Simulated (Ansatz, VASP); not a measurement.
# MgSc: VASP beside Ansatz

```xyz
2
Lattice="3.5965 0.0000 0.0000 0.0000 3.5965 0.0000 0.0000 0.0000 3.5965" Properties=species:S:1:pos:R:3 pbc="T T T"
Mg    0.0000    0.0000    0.0539
Sc    1.7982    1.7982    1.7982
```

Alike in both runs: task single point; functional LDA; k mesh 6 × 6 × 6; no spin polarisation.

```csv
,VASP,Ansatz
version,VASP 6.6.1,Ansatz 0.2.0
potentials or method,"VASP PAW LDA potentials, release 64 (Mg, Sc_sv), cutoff 520 eV","plane waves, PAW"
occupations,"methfessel-paxton of order 1, width 0.1 eV","cold, width 0.1 eV"
valence electrons in the cell,13,21
```

|  | VASP | Ansatz | Ansatz less VASP |
| --- | --- | --- | --- |
| rms of the force components (eV/Å) | 0.111 | 0.110 | -0.0005 |

LDA's correlation is that of Perdew and Zunger in VASP and of Perdew and Wang (1992) in Ansatz. Atom by atom the forces differ by 0.000 eV/Å (rms over components). VASP's potentials hold 13 valence electrons a cell and Ansatz's 21, so a difference there can come from the potentials and not from the codes.
